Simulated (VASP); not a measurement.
Write the native input for VASP 6.6.1 that does the following.

```
Task                   : single point
Functional             : PBE
Potentials or basis    : VASP PAW PBE potentials, release 64 (B, As)
Cutoff                 : 520 eV
k mesh                 : 6 × 6 × 6
Occupations            : gaussian, width 0.01 eV
Spin                   : no spin polarisation
Dipole correction      : no
Further INCAR settings : ALGO = Normal; EDIFF = 1e-06; NBANDS = 11
```

The structure of BAs lies in POSCAR:

```
BAs
1.0
    0.0000000000      2.3918676041      2.2961928999
    2.3918676041      0.0000000000      2.2961928999
    2.3918676041      2.3918676041      0.0000000000
B As
1 1
Direct
    0.0000000000      0.0000000000      0.0000000000
    0.2500000000      0.2500000000      0.2500000000
```

This cell differs from its parent crystal: uniaxial z strain -4.0%.

The input as run:

INCAR

```
PREC = Accurate ; ENCUT = 520
EDIFF = 1E-6 ; ISMEAR = 0
SIGMA = 0.01 ; LREAL = F
LASPH = T ; NELM = 80
ALGO = Normal ; ISIF = 2
LWAVE = F ; LCHARG = F
GGA = PE ; NBANDS = 11
```

KPOINTS

```
Automatic mesh
0
Gamma
  6 6 6
```

Potentials or basis: VASP PAW PBE potentials, release 64 (B, As).

Launch:

```sh
$ cat potpaw_PBE.64/B/POTCAR potpaw_PBE.64/As/POTCAR > POTCAR
$ mpirun -np 1 vasp_std > vasp.out
```

It gave:

```yaml
Pressure: 9.2 GPa
Band_gap_on_the_k_mesh: 0.63 eV, indirect (least direct gap 2.90 eV)
```

Caveat: the cell differs from its parent crystal (uniaxial z strain -4.0%).

Wall time 14 s on 1 thread of Intel(R) Xeon(R) Platinum 8259CL CPU @ 2.50GHz (Skylake/Cascade Lake), on a shared host, peak memory 0.15 GiB.
